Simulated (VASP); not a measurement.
A run of VASP 6.6.1 is set up as follows.

Contents of INCAR:

```
SYSTEM = CoC
PREC = Accurate
ENCUT = 600
EDIFF = 1E-6
ISMEAR = 0
SIGMA = 0.1
LREAL = .FALSE.
LASPH = .TRUE.
NELM = 60
ALGO = Normal
ISIF = 3
LWAVE = .FALSE.
LCHARG = .FALSE.
GGA = PE
IBRION = 2
NSW = 100
EDIFFG = -0.01
```

File KPOINTS:

```
Automatic mesh
0
G
  16 16 16
  0 0 0
```

The input POSCAR:

```
CoC
1.0
    0.0000000000      2.1324132802      2.1324132802
    2.1324132802      0.0000000000      2.1324132802
    2.1324132802      2.1324132802      0.0000000000
Co C
1 1
Direct
    0.0000000000      0.0000000000      0.0000000000
    0.2500000000      0.2500000000      0.2500000000
```

Potentials or basis: VASP PAW PBE potentials, release 64 (Co, C).

Command:

```console
$ cat potpaw_PBE.64/Co/POTCAR potpaw_PBE.64/C/POTCAR > POTCAR
$ mpirun -np 1 vasp_std > vasp.out
```

Question: What does it give for the relaxed volume?

Answer: 9.69 Å³/atom.

Question: Estimate the space group after relaxing (to 0.05 Å).

Answer: F-43m (No. 216).

Question: What does it give for the relaxed cell?

Answer: a = 3.015 Å, b = 3.015 Å, c = 3.015 Å, α = 60.00°, β = 60.00°, γ = 60.00°.

Final structure:
```
CELL_PARAMETERS angstrom
0.00000 2.13166 2.13166
2.13166 0.00000 2.13166
2.13166 2.13166 0.00000
ATOMIC_POSITIONS crystal
Co 0.00000 0.00000 0.00000
C 0.25000 0.25000 0.25000
```

Spin polarisation is off, so any magnetic state and its effect on volume and gap are missing.
